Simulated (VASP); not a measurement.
# AlAs (zincblende type) (F-43m) in VASP: a series of runs, part 2 of 2

VASP 6.6.1. Earlier steps stand in the parts before.

## 5. Single point, LDA

This run uses another cell than the first one: it holds 4 atoms, not 2.

Contents of INCAR:

```
SYSTEM = AlAs
ALGO = Normal
EDIFF = 1E-6
ENCUT = 500
GGA_COMPAT = .False.
ISIF = 2
ISMEAR = -1
LASPH = .True.
LCHARG = .True.
LELF = .True.
LREAL = .False.
LVHAR = .True.
LWAVE = .False.
NBANDS = 16
NELM = 120
PREC = Accurate
SIGMA = 0.02
```

Contents of KPOINTS:

```
k-points
0
Gamma
  8 6 8
  0 0 0
```

Contents of POSCAR:

```
AlAs
1.0
   -2.8141708128      2.8141708128      0.0000000000
    0.0000000000      0.0000000000      5.6283416255
    2.8141708128      2.8141708128      0.0000000000
Al As
2 2
Direct
    0.0000000000      0.0000000000      0.0000000000
    0.5000000000      0.5000000000      0.5000000000
    0.0000000000      0.2500000000      0.5000000000
    0.5000000000      0.7500000000      0.0000000000
```

Potentials or basis: VASP PAW LDA potentials, release 64 (Al, As).

On the command line:

```console
cat potpaw_LDA.64/Al/POTCAR potpaw_LDA.64/As/POTCAR > POTCAR
mpirun -np 1 vasp_std > vasp.out
```

OUTCAR:

```text
SYSTEM = AlAs
   EDIFF = 1E-6
   ENCUT = 500
   ISIF = 2
   ISMEAR = -1
   LASPH = .True.
   LREAL = .False.
   NELM = 120
   PREC = Accurate

 ion  position               nearest neighbor table
   1  0.000  0.000  0.000-   3 2.44   4 2.44   3 2.44   4 2.44
   2  0.500  0.500  0.500-   3 2.44   4 2.44   4 2.44   3 2.44
   3  0.000  0.250  0.500-   1 2.44   2 2.44   1 2.44   2 2.44
   4  0.500  0.750  0.000-   1 2.44   2 2.44   2 2.44   1 2.44

  LATTYP: Found a simple tetragonal cell.
 ALAT       =     3.9798385303
 C/A-ratio  =     1.4142135623

  Lattice vectors:

 A1 = (   2.8141708128,  -2.8141708128,   0.0000000000)
 A2 = (   2.8141708128,   2.8141708128,   0.0000000000)
 A3 = (   0.0000000000,   0.0000000000,   5.6283416255)

Analysis of symmetry for initial positions (statically):
=====================================================================
 Subroutine PRICEL returns following result:

  LATTYP: Found a face centered cubic cell.
 ALAT       =     5.6283416256

  Lattice vectors:

 A1 = (   2.8141708128,   0.0000000000,   2.8141708128)
 A2 = (   2.8141708128,   2.8141708128,   0.0000000000)
 A3 = (   0.0000000000,   2.8141708128,   2.8141708127)

   2 primitive cells build up your supercell.

 Routine SETGRP: Setting up the symmetry group for a
 simple tetragonal supercell.

 Subroutine GETGRP returns: Found  8 space group operations
 (whereof  8 operations were pure point group operations)
 out of a pool of 16 trial point group operations.

The static configuration has the point symmetry D_2d.

Analysis of symmetry for dynamics (positions and initial velocities):
=====================================================================
 Subroutine PRICEL returns following result:

  LATTYP: Found a face centered cubic cell.
 ALAT       =     5.6283416256

  Lattice vectors:

 A1 = (   2.8141708128,   0.0000000000,   2.8141708128)
 A2 = (   2.8141708128,   2.8141708128,   0.0000000000)
 A3 = (   0.0000000000,   2.8141708128,   2.8141708127)

   2 primitive cells build up your supercell.

 Routine SETGRP: Setting up the symmetry group for a
 simple tetragonal supercell.

 Subroutine GETGRP returns: Found  8 space group operations
 (whereof  8 operations were pure point group operations)
 out of a pool of 16 trial point group operations.

The dynamic configuration has the point symmetry D_2d.

 Subroutine INISYM returns: Found  8 space group operations
 (whereof  8 operations are pure point group operations),
 and found     2 'primitive' translations

----------------------------------------------------------------------------------------

                                     Primitive cell

  volume of cell :      44.5740

  direct lattice vectors                    reciprocal lattice vectors
     2.814170813  0.000000000  2.814170813     0.177672229 -0.177672229  0.177672229
     2.814170813  2.814170813  0.000000000     0.177672229  0.177672229 -0.177672229
     0.000000000  2.814170813  2.814170813    -0.177672229  0.177672229  0.177672229

  length of vectors
     3.979838530  3.979838530  3.979838530     0.307737327  0.307737327  0.307737327

  position of ions in fractional coordinates (direct lattice)
     0.000000000  0.000000000  0.000000000
[... 23 lines left out ...]
     0.031408309  0.029612038  0.031408309

  Shift w.r.t. Gamma in fractional coordinates (k-lattice)
     0.000000000  0.000000000  0.000000000

 Subroutine IBZKPT returns following result:
 ===========================================

 Found     60 irreducible k-points:

 Following reciprocal coordinates:
            Coordinates               Weight
  0.000000  0.000000  0.000000      1.000000
  0.125000  0.000000  0.000000      4.000000
  0.250000  0.000000  0.000000      4.000000
  0.375000  0.000000  0.000000      4.000000
  0.500000  0.000000  0.000000      2.000000
  0.000000  0.166667  0.000000      2.000000
[... 16 lines left out ...]
  0.375000  0.000000  0.125000      8.000000
  0.500000  0.000000  0.125000      4.000000
 [... further k-points ...]
   k-points           NKPTS =     60   k-points in BZ     NKDIM =     60   number of bands    NBANDS=     16
   number of dos      NEDOS =    301   number of ions     NIONS =      4
   total plane-waves  NPLWV =  37800
   dimension x,y,z NGX =    30 NGY =   42 NGZ =   30
   dimension x,y,z NGXF=    60 NGYF=   84 NGZF=   60
   ions per type =               2   2
   NGX,Y,Z   is equivalent  to a cutoff of  12.53, 12.41, 12.53 a.u.
   NGXF,Y,Z  is equivalent  to a cutoff of  25.06, 24.81, 25.06 a.u.
 SYSTEM =  AlAs
   PREC   = accura    normal or accurate (medium, high low for compatibility)
   ISTART =      0    job   : 0-new  1-cont  2-samecut
   ICHARG =      2    charge: 1-file 2-atom 10-const
   ISPIN  =      1    spin polarized calculation?
   LNONCOLLINEAR =      F non collinear calculations
   LSORBIT =      F    spin-orbit coupling
   LASPH  =      T    aspherical Exc in radial PAW
   ENCUT  =  500.0 eV  36.75 Ry    6.06 a.u.   7.26 10.26  7.26*2*pi/ulx,y,z
   NELM   =    120;   NELMIN=  2; NELMDL= -5     # of ELM steps
   EDIFF  = 0.1E-05   stopping-criterion for ELM
   LREAL  =      F    real-space projection
   EDIFFG = 0.1E-04   stopping-criterion for IOM
   NSW    =      0    number of steps for IOM
   IBRION =     -1    ionic relax: 0-MD 1-quasi-New 2-CG
   NFREE  =      0    steps in history (QN), initial steepest desc. (CG)
   ISIF   =      2    stress and relaxation
   ISYM   =      2    0-nonsym 1-usesym 2-fastsym
   POTIM  = 0.5000    time-step for ionic-motion
   TEBEG  =    0.0;   TEEND  =   0.0 temperature during run
   PSTRESS=    0.0 pullay stress
   NELECT =      16.0000    total number of electrons
   NUPDOWN=      -1.0000    fix difference up-down
   EMIN   =  10.00;   EMAX   =-10.00  energy-range for DOS
   EFERMI =   0.00;   METHOD = LEGACY
   ISMEAR =    -1;   SIGMA  =   0.02  broadening in eV -4-tet -1-fermi 0-gaus
   EFERMI_NEDOS =   21; number of points for ismear=-14 and -15
   IALGO  =     38    algorithm
   IMIX   =      4    mixing-type and parameters
     AMIX     =   0.40;   BMIX     =  1.00
     AMIX_MAG =   1.60;   BMIX_MAG =  1.00
  volume/ion in A,a.u.               =      22.29       150.40
  Fermi-wavevector in a.u.,A,eV,Ry     =   0.923445  1.745058 11.602378  0.852751
  Thomas-Fermi vector in A             =   2.049082
   LORBIT       =      0    0 simple, 1 ext, 2 COOP (PROOUT), +10 PAW based schemes
   GGA     = CA    functional components
   LHFCALC =     F    Hartree Fock is set to
   AEXX    =    0.0000 exact exchange contribution
   IVDW    =     0    specifies the selected vdW correction
   LEPSILON=     F    determine dielectric tensor
   LRPA    =     F    only Hartree local field effects (RPA)
 non-spin polarized calculation
  energy-cutoff  :      500.00
  volume of cell :       89.15
 maximum number of plane-waves:      2316
 NGX is ok and might be reduce to    30

 number of electron      16.0000002 magnetization

 Free energy of the ion-electron system (eV)
  ---------------------------------------------------
  ext. energy  EPLUGINS =         0.00000000
  ---------------------------------------------------
  free energy    TOTEN  =       -21.03024984 eV

  energy without entropy =      -21.03024984  energy(sigma->0) =      -21.03024984

 E-fermi :   4.3324     XC(G=0):  -9.3445

 val. band max:        3.9310385875   @ k =   0.0000   0.0000   0.0000
 cond. band min:       5.2409018638   @ k =   0.0000   0.0000   0.0000
 fundamental gap:      1.3098632763
 Fermi energy:         4.3324024494

 k-point     1 :       0.0000    0.0000    0.0000
  band No.  band energies     occupation
      1      -8.0603      2.00000
      2      -6.0426      2.00000
      3      -1.5774      2.00000
      4       1.7150      2.00000
      5       1.7150      2.00000
      6       3.9309      2.00000
[... 433 lines left out ...]
      3      -0.7255      2.00000
      4      -0.7255      2.00000
      5       1.0739      2.00000
      6       1.0739      2.00000
[... 8 lines left out ...]
     15      11.3681      0.00000
     16      11.3681      0.00000

 [... further k-points ...]
[... 5 lines left out ...]
  --------------------------------------------------------------------------------------
  -------------------------------------------------------------------------------------
  Total        0.2166823      0.2166823      0.2035719      0.0000000      0.0000000      0.0000000
  in kB        3.8942401      3.8942401      3.6586186      0.0000000      0.0000000      0.0000000
  external PRESSURE =       3.8156996 kB  Pullay stress =       0.0000000 kB

 VOLUME and BASIS-vectors are now :
 -----------------------------------------------------------------------------
  energy-cutoff  :      500.00
  volume of cell :       89.15
      direct lattice vectors                 reciprocal lattice vectors
    -2.814170813  2.814170813  0.000000000    -0.177672229  0.177672229  0.000000000
     0.000000000  0.000000000  5.628341626     0.000000000  0.000000000  0.177672229
     2.814170813  2.814170813  0.000000000     0.177672229  0.177672229  0.000000000

 POSITION                                       TOTAL-FORCE (eV/Angst)
 -----------------------------------------------------------------------------------
      0.00000      0.00000      0.00000         0.000000     -0.000000     -0.000000
      0.00000      2.81417      2.81417         0.000000     -0.000000     -0.000000
      1.40709      1.40709      1.40709        -0.000000      0.000000      0.000000
     -1.40709      1.40709      4.22126        -0.000000      0.000000      0.000000
 -----------------------------------------------------------------------------------
    total drift:                                0.000000      0.000000      0.000000

  FREE ENERGIE OF THE ION-ELECTRON SYSTEM (eV)
  ---------------------------------------------------
  free  energy   TOTEN  =       -21.0302498395 eV

  energy  without entropy=      -21.0302498395  energy(sigma->0) =      -21.03024984
```

It took 2.3 min on 1 thread of AMD EPYC 7R13, shared host; peak memory 0.18 GiB.

What came out:

| Item | Value |
| --- | --- |
| Free energy | -21.0302 eV |
| Pressure | 0.4 GPa |
| Band gap on the k mesh | 1.31 eV |

## 6. Summary

| task | cell | k mesh | gap on the mesh (eV) | pressure (GPa) |
| --- | --- | --- | --- | --- |
| single point | a = 3.980 Å, angles 60.0°, 2 atoms | 10 × 10 × 10 | 1.31 | 0.4 |
| relaxation of cell and atoms | relaxed from a = 4.091 Å, angles 60.0°, 2 atoms | 10 × 10 × 10 | 1.32 | 0.0 |
| single point | a = 3.980, b = 5.628 Å, 4 atoms | 8 × 6 × 8 | 1.31 | 0.4 |

Alike in all rows: level LDA; potentials or basis VASP PAW LDA potentials, release 64 (Al, As); no spin polarisation; cutoff (eV) 500; smearing fermi-dirac 0.02 eV.

Total energies depend on the potentials used, so only differences within one code and one set of settings carry meaning.
